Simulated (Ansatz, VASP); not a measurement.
This is a calculation of Te for Ansatz 0.2.0.

Contents of input.yaml:

```yaml
crystal:
  lattice:
    - [4.454, 0.0, 0.0]
    - [-2.227, 3.8572771485, 0.0]
    - [0.0, 0.0, 5.924]
  atoms:
    - { symbol: Te, position: [0.731, 0.731, 0.0] }
    - { symbol: Te, position: [0.0, 0.269, 0.6666666667] }
    - { symbol: Te, position: [0.269, 0.0, 0.3333333333] }
hamiltonian:
  xc: { exchange: pbe, correlation: pbe, exx: { coeff: 0.25, omega: 0.4 } }
  pseudopotentials: { kind: paw }
kpoints:
  mp_grid: { grid: [4, 4, 3] }
scf:
  occupations: { method: fermi_dirac, width: 0.05 }
output:
  forces: true
  stress: true
  eigenvalues: true
```

Potentials or basis: Ansatz PAW.

Run with:

```console
$ ansatz run input.yaml --threads 2 --pin off --max-ram 5632MiB --backend cpu --events-out ev --progress --plain --runs-dir out
```

Problem. Set up the same calculation for VASP 6.6.1. Potentials there: VASP PAW PBE potentials, release 64 (Te).

Solution. As run (the cutoff follows the program's own potentials):

POSCAR

```
Te
1.0
    4.4540000000      0.0000000000      0.0000000000
   -2.2270000000      3.8572771485      0.0000000000
    0.0000000000      0.0000000000      5.9240000000
Te
3
Direct
    0.7310000000      0.7310000000      0.0000000000
    0.0000000000      0.2690000000      0.6666666667
    0.2690000000      0.0000000000      0.3333333333
```

The input INCAR.step1:

```
SYSTEM = Te
ALGO     = Normal         ! electronic algorithm
EDIFF    = 1E-5           ! SCF threshold, eV
ENCUT    = 520            ! plane-wave cutoff, eV
GGA      = PE             ! functional
ISIF     = 2              ! what is computed and relaxed
ISMEAR   = -1             ! smearing method
LASPH    = .TRUE.         ! aspherical terms in the spheres
LCHARG   = .FALSE.        ! write CHGCAR
LREAL    = .FALSE.        ! projectors in reciprocal space
LWAVE    = .TRUE.         ! write WAVECAR
NBANDS   = 16             ! bands
NELM     = 80             ! most SCF steps
PREC     = Accurate       ! precision mode
SIGMA    = 0.05           ! smearing width, eV
```

INCAR.step2

```
SYSTEM = Te
AEXX     = 0.25           ! exact-exchange fraction
ALGO     = Normal         ! electronic algorithm
EDIFF    = 1E-6           ! SCF threshold, eV
ENCUT    = 520            ! plane-wave cutoff, eV
GGA      = PE             ! functional
HFSCREEN = 0.4            ! screening, 1/A
ISIF     = 2              ! what is computed and relaxed
ISMEAR   = -1             ! smearing method
ISTART   = 1            
LASPH    = .TRUE.         ! aspherical terms in the spheres
LCHARG   = .FALSE.        ! write CHGCAR
LHFCALC  = .TRUE.         ! exact exchange
LREAL    = .FALSE.        ! projectors in reciprocal space
LWAVE    = .FALSE.        ! write WAVECAR
NBANDS   = 16             ! bands
NELM     = 80             ! most SCF steps
PREC     = Accurate       ! precision mode
PRECFOCK = Normal       
SIGMA    = 0.05           ! smearing width, eV
```

The input KPOINTS:

```
k-points
0
G
  4 4 3
  0 0 0
```

Potentials or basis: VASP PAW PBE potentials, release 64 (Te).

The run is started by

```bash
$ cat potpaw_PBE.64/Te/POTCAR > POTCAR
$ cp INCAR.step1 INCAR
$ mpirun -np 1 vasp_std > vasp.out
$ cp INCAR.step2 INCAR
$ mpirun -np 1 vasp_std > vasp.out
```

Both were run:

|  | VASP | Ansatz | Ansatz less VASP |
| --- | --- | --- | --- |
| gap on the k mesh at the Fermi level (eV) | 1.04 | 1.05 | +0.015 |
| least direct gap on the mesh (eV) | 1.25 | 1.27 | +0.021 |
| pressure (GPa) | -0.1 | 0.3 | +0.41 |
| traceless stress, the component that is largest in VASP (GPa) | -0.58 | -0.47 | +0.110 |
| rms of the force components (eV/Å) | 0.099 | 0.092 | -0.0074 |

VASP's potentials were made for PBE, not for PBE-based screened hybrid. Atom by atom the forces differ by 0.007 eV/Å (rms over components). The functional is the same, so the differences come from potentials, cutoffs and numerics. VASP's potentials hold 18 valence electrons a cell and Ansatz's 48, so a difference there can come from the potentials and not from the codes.

Neither program's run includes spin-orbit coupling. Noted on Ansatz's run: odd divisions of the mesh miss points on the zone boundary, where band edges often lie, so the gap on the mesh can be too wide.
